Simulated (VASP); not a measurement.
# AlH2 (P4/mmm) in VASP: further runs

The runs below take AlH2 through single point, relaxation of cell and atoms, with PBE.

Program: VASP 6.6.1. These are calculated values, not measurements. Logs are shortened: lines on timing, memory, paths and dates and some standing lists are left out, and cuts for length are marked.

**1. The cell of the first run**

Symmetry: P4/mmm, No. 123, tetragonal system. The conventional cell has a = 2.580 Å, b = 2.580 Å, c = 4.716 Å, α = 90.00°, β = 90.00°, γ = 90.00°. Within 2.8 Å of Al (site symmetry 4/mmm) lie 8 H at 2.10 Å and 4 Al at 2.58 Å. H (site symmetry 4mm) has 6 H at 2.06 to 2.65 Å and 4 Al at 2.10 Å within 2.7 Å.

**2. Single point, PBE**

Contents of INCAR:

```
ALGO = Normal
EDIFF = 1E-6
ENCUT = 520
GGA = PE
ISIF = 2
ISMEAR = 0
LASPH = T
LCHARG = F
LREAL = F
LWAVE = F
NBANDS = 10
NELM = 100
PREC = Accurate
SIGMA = 0.1
```

Contents of KPOINTS:

```
k-points
0
Gamma
  8 8 4
```

Contents of POSCAR:

```
AlH2
1.0
    2.5802325127      0.0000000000      0.0000000000
    0.0000000000      2.5802325127      0.0000000000
    0.0000000000      0.0000000000      4.7161271383
Al H
1 2
Direct
    0.0000000000      0.0000000000      0.0000000000
    0.5000000000      0.5000000000      0.2186685578
    0.5000000000      0.5000000000      0.7813314422
```

Potentials or basis: VASP PAW PBE potentials, release 64 (Al, H).

Launch:

```sh
> cat potpaw_PBE.64/Al/POTCAR potpaw_PBE.64/H/POTCAR > POTCAR
> mpirun -np 1 vasp_std > vasp.out
```

OUTCAR:

```text
EDIFF = 1E-6
   ENCUT = 520
   GGA = PE
   ISIF = 2
   ISMEAR = 0
   LASPH = T
   LREAL = F
   NELM = 100
   PREC = Accurate

 ion  position               nearest neighbor table
   1  0.000  0.000  0.000-   2 2.10   3 2.10   2 2.10   3 2.10   2 2.10   3 2.10   2 2.10   3 2.10

   2  0.500  0.500  0.219-   1 2.10   1 2.10   1 2.10   1 2.10
   3  0.500  0.500  0.781-   1 2.10   1 2.10   1 2.10   1 2.10

  LATTYP: Found a simple tetragonal cell.
 ALAT       =     2.5802325127
 C/A-ratio  =     1.8277915324

  Lattice vectors:

 A1 = (   2.5802325127,   0.0000000000,   0.0000000000)
 A2 = (   0.0000000000,   2.5802325127,   0.0000000000)
 A3 = (   0.0000000000,   0.0000000000,   4.7161271383)

Analysis of symmetry for initial positions (statically):
=====================================================================
 Subroutine PRICEL returns:
 Original cell was already a primitive cell.

 Routine SETGRP: Setting up the symmetry group for a
 simple tetragonal supercell.

 Subroutine GETGRP returns: Found 16 space group operations
 (whereof 16 operations were pure point group operations)
 out of a pool of 16 trial point group operations.

The static configuration has the point symmetry D_4h.

Analysis of symmetry for dynamics (positions and initial velocities):
=====================================================================
 Subroutine PRICEL returns:
 Original cell was already a primitive cell.

 Routine SETGRP: Setting up the symmetry group for a
 simple tetragonal supercell.

 Subroutine GETGRP returns: Found 16 space group operations
 (whereof 16 operations were pure point group operations)
 out of a pool of 16 trial point group operations.

The dynamic configuration has the point symmetry D_4h.

 Subroutine INISYM returns: Found 16 space group operations
 (whereof 16 operations are pure point group operations),
 and found     1 'primitive' translations

----------------------------------------------------------------------------------------

                                     Primitive cell

  volume of cell :      31.3981

  direct lattice vectors                    reciprocal lattice vectors
     2.580232513  0.000000000  0.000000000     0.387561972  0.000000000  0.000000000
     0.000000000  2.580232513  0.000000000     0.000000000  0.387561972  0.000000000
     0.000000000  0.000000000  4.716127138     0.000000000  0.000000000  0.212038389

  length of vectors
[... 91 lines left out ...]
   ISYM   =      2    0-nonsym 1-usesym 2-fastsym
   POTIM  = 0.5000    time-step for ionic-motion
   TEBEG  =    0.0;   TEEND  =   0.0 temperature during run
   PSTRESS=    0.0 pullay stress
   NELECT =       5.0000    total number of electrons
   NUPDOWN=      -1.0000    fix difference up-down
   EMIN   =  10.00;   EMAX   =-10.00  energy-range for DOS
   EFERMI =   0.00;   METHOD = LEGACY
   ISMEAR =     0;   SIGMA  =   0.10  broadening in eV -4-tet -1-fermi 0-gaus
   EFERMI_NEDOS =   21; number of points for ismear=-14 and -15
   IALGO  =     38    algorithm
   IMIX   =      4    mixing-type and parameters
     AMIX     =   0.40;   BMIX     =  1.00
     AMIX_MAG =   1.60;   BMIX_MAG =  1.00
  volume/ion in A,a.u.               =      10.47        70.63
  Fermi-wavevector in a.u.,A,eV,Ry     =   0.887354  1.676857 10.713198  0.787398
  Thomas-Fermi vector in A             =   2.008642
   LORBIT       =      0    0 simple, 1 ext, 2 COOP (PROOUT), +10 PAW based schemes
   GGA     = PE    functional components
   LHFCALC =     F    Hartree Fock is set to
   AEXX    =    0.0000 exact exchange contribution
   IVDW    =     0    specifies the selected vdW correction
   LEPSILON=     F    determine dielectric tensor
   LRPA    =     F    only Hartree local field effects (RPA)
 non-spin polarized calculation
 Gauss-broadening in eV      SIGMA  =   0.10
  energy-cutoff  :      520.00
  volume of cell :       31.40
 maximum number of plane-waves:       868
 NGX is ok and might be reduce to    20
   NGX =  9   NGY =  9   NGZ = 17

 number of electron       5.0000001 magnetization

 Free energy of the ion-electron system (eV)
  ---------------------------------------------------
  ext. energy  EPLUGINS =         0.00000000
  ---------------------------------------------------
  free energy    TOTEN  =        -8.99749871 eV

  energy without entropy =       -8.99727662  energy(sigma->0) =       -8.99738766

 E-fermi :   3.0635     XC(G=0):  -8.5185

 val. band max:        2.8995035060   @ k =   0.5000   0.3750   0.2500
 cond. band min:       3.1782492432   @ k =   0.5000   0.5000   0.5000
 fundamental gap:      0.2787457372
 Fermi energy:         3.0634741591

 k-point     1 :       0.0000    0.0000    0.0000
  band No.  band energies     occupation
      1      -8.0574      2.00000
      2      -2.0557      2.00000
      3       4.4111      0.00000
      4      12.2727      0.00000
      5      12.4972      0.00000
      6      13.9894      0.00000
      7      13.9894      0.00000
      8      15.5442      0.00000
      9      19.4950      0.00000
     10      20.4432      0.00000
[... 287 lines left out ...]
 k-point    24 :       0.5000    0.1250    0.2500
  band No.  band energies     occupation
      1      -3.6925      2.00000
      2      -0.2046      2.00000
      3       0.9756      2.00000
      4       5.4584      0.00000
      5       9.8881      0.00000
      6      12.4124      0.00000
      7      13.3938      0.00000
      8      16.2323      0.00000
      9      18.4641      0.00000
     10      19.3612      0.00000

 [... further k-points ...]

------------------------ aborting loop because EDIFF is reached ----------------------------------------

  FORCE on cell =-STRESS in cart. coord.  units (eV):
  Direction    XX          YY          ZZ          XY          YZ          ZX
  --------------------------------------------------------------------------------------
  -------------------------------------------------------------------------------------
  Total       -0.0098855     -0.0098855      0.0208760      0.0000000      0.0000000     -0.0000000
  in kB       -0.5044359     -0.5044359      1.0652574      0.0000000      0.0000000     -0.0000000
  external PRESSURE =       0.0187952 kB  Pullay stress =       0.0000000 kB

 VOLUME and BASIS-vectors are now :
 -----------------------------------------------------------------------------
  energy-cutoff  :      520.00
  volume of cell :       31.40
      direct lattice vectors                 reciprocal lattice vectors
     2.580232513  0.000000000  0.000000000     0.387561972  0.000000000  0.000000000
     0.000000000  2.580232513  0.000000000     0.000000000  0.387561972  0.000000000
     0.000000000  0.000000000  4.716127138     0.000000000  0.000000000  0.212038389

 POSITION                                       TOTAL-FORCE (eV/Angst)
 -----------------------------------------------------------------------------------
      0.00000      0.00000      0.00000         0.000000      0.000000      0.000000
      1.29012      1.29012      1.03127         0.000000      0.000000     -0.003391
      1.29012      1.29012      3.68486        -0.000000      0.000000      0.003391
 -----------------------------------------------------------------------------------
    total drift:                                0.000000      0.000000      0.000000

  FREE ENERGIE OF THE ION-ELECTRON SYSTEM (eV)
  ---------------------------------------------------
  free  energy   TOTEN  =        -8.9974987113 eV

  energy  without entropy=       -8.9972766184  energy(sigma->0) =       -8.99738766
```

OSZICAR:

```text
N       E                     dE             d eps       ncg     rms          rms(c)
DAV:   1    -0.207978887591E+01   -0.20798E+01   -0.15736E+03   900   0.313E+02
DAV:   2    -0.918448272151E+01   -0.71047E+01   -0.65692E+01  1232   0.546E+01
DAV:   3    -0.939951794588E+01   -0.21504E+00   -0.21473E+00  1142   0.785E+00
DAV:   4    -0.940100050713E+01   -0.14826E-02   -0.14824E-02  1150   0.665E-01
DAV:   5    -0.940102636954E+01   -0.25862E-04   -0.25862E-04  1108   0.747E-02    0.328E+00
DAV:   6    -0.909748308258E+01    0.30354E+00   -0.25382E-01   966   0.179E+00    0.161E+00
DAV:   7    -0.899367557361E+01    0.10381E+00   -0.28849E-01   990   0.206E+00    0.293E-01
DAV:   8    -0.899653131314E+01   -0.28557E-02   -0.11043E-02   984   0.585E-01    0.101E-01
DAV:   9    -0.899733997597E+01   -0.80866E-03   -0.77243E-04   992   0.139E-01    0.479E-02
DAV:  10    -0.899748905540E+01   -0.14908E-03   -0.16381E-04   966   0.555E-02    0.762E-03
DAV:  11    -0.899749824941E+01   -0.91940E-05   -0.11487E-05  1016   0.181E-02    0.253E-03
DAV:  12    -0.899749871133E+01   -0.46191E-06   -0.10301E-06   978   0.524E-03
   1 F= -.89974987E+01 E0= -.89973877E+01  d E =-.222093E-03
```

Run time: 14 s. Hardware: 1 thread of AMD EPYC 7R13 (Zen 3), shared host; peak memory 0.11 GiB.

What came out:

```yaml
Free_energy: -8.9975 eV
Pressure: 0.0 GPa
Largest_force: 0.003 eV/Å
```

Forces on the atoms (eV/Å):
```
Al   0.000  0.000  0.000
H    0.000  0.000 -0.003
H    0.000  0.000  0.003
```

Stress tensor (GPa, compression positive):
```
-0.05  0.00  0.00
 0.00 -0.05  0.00
 0.00  0.00  0.11
```

**3. Relaxation of cell and atoms, PBE**

This run uses another cell than the first one, of 9.19 Å³/atom, 0.878 times its volume.

Contents of INCAR:

```
SYSTEM = AlH2
  ALGO = Normal
  EDIFF = 1E-6
  EDIFFG = -0.04
  ENCUT = 600
  GGA = PE
  IBRION = 2
  ISIF = 3
  ISMEAR = 0
  LASPH = .TRUE.
  LCHARG = .FALSE.
  LREAL = .FALSE.
  LWAVE = .FALSE.
  NELM = 100
  NSW = 90
  PREC = Accurate
  SIGMA = 0.1
```

Contents of KPOINTS:

```
k-points
0
G
  8 8 4
  0 0 0
```

Contents of POSCAR:

```
AlH2
1.0
    2.4342266400      0.0000000000      0.0000000000
    0.0000000000      2.4342266400      0.0000000000
    0.0000000000      0.0000000000      4.6507874900
Al H
1 2
Direct
    0.0000000000      0.0000000000      0.0000000000
    0.5000000000      0.5000000000      0.2700000100
    0.5000000000      0.5000000000      0.7299999900
```

Potentials or basis: VASP PAW PBE potentials, release 64 (Al, H).

Launch:

```sh
> cat potpaw_PBE.64/Al/POTCAR potpaw_PBE.64/H/POTCAR > POTCAR
> mpirun -np 1 vasp_std > vasp.out
```

Wall time 62 s (1 thread of AMD EPYC 7R13 (Zen 3), shared host); peak memory 0.11 GiB.

It converged, with:

```
Free energy                            : -8.9968 eV
Relaxed volume                         : 10.59 Å³/atom
Relaxed cell                           : a = 2.584 Å, b = 2.584 Å, c = 4.758 Å, α = 90.00°, β = 90.00°, γ = 90.00°
Space group after relaxing (to 0.05 Å) : P4/mmm (No. 123)
Energy gained by relaxing              : 171.3 meV/atom
Ionic steps                            : 13
Pressure after relaxing                : -0.3 GPa
Largest force after relaxing           : 0.032 eV/Å
```

Forces in eV/Å, atoms in the order of the input:
```
Al   0.000  0.000  0.000
H    0.000  0.000 -0.032
H    0.000  0.000  0.032
```

Stress tensor (GPa, compression positive):
```
-0.39  0.00  0.00
 0.00 -0.39  0.00
 0.00  0.00 -0.22
```

Step by step:
```csv
step,energy change (eV),largest force (eV/Å),pressure (GPa),volume (Å³)
1,0.0000,1.0508,7.15,27.56
2,-0.4159,0.7132,-0.74,29.13
3,-0.4540,0.4668,-3.04,29.65
4,-0.4547,0.4392,-3.27,29.71
5,-0.4831,0.2267,-1.27,28.89
6,-0.4893,0.0536,0.38,28.29
7,-0.4924,0.0659,0.69,28.35
8,-0.4961,0.1089,1.72,28.53
9,-0.4977,0.1086,1.58,28.67
10,-0.5019,0.1082,1.16,29.09
11,-0.5079,0.1033,0.40,29.93
12,-0.5120,0.0788,-0.86,31.65
13,-0.5138,0.0316,-0.33,31.78
```

Final structure:
```
Al H
1.0
     2.58435    0.00000    0.00000
     0.00000    2.58435    0.00000
     0.00000    0.00000    4.75776
Al H
1 2
Cartesian
  0.0000 2.5843 4.7578
  1.2922 1.2922 1.0356
  1.2922 1.2922 3.7222
```

Levels at points of the mesh, in eV from the Fermi level:
| k point | band 1 | band 2 | band 3 | band 4 | band 5 | band 6 |
| --- | --- | --- | --- | --- | --- | --- |
| (0.00, 0.00, 0.00) | -11.07 | -5.13 | 1.34 | 9.20 | 9.40 | 10.89 |
| (0.50, 0.00, 0.00) | -7.13 | -3.71 | -1.91 | 2.85 | 5.71 | 7.61 |
| (0.50, 0.50, 0.00) | -3.62 | 0.16 | 0.16 | 0.85 | 3.48 | 7.87 |
| (0.00, 0.00, 0.50) | -10.83 | -6.25 | 5.64 | 7.37 | 9.26 | 10.31 |
| (0.50, 0.00, 0.50) | -6.90 | -3.47 | -2.78 | 1.47 | 8.60 | 11.95 |
| (0.50, 0.50, 0.50) | -3.37 | 0.13 | 0.30 | 0.30 | 3.93 | 6.67 |

Caveat: the volume moved by over 15 % at a fixed basis, so the end points are rough.

(Continued in part 2 of 2.)
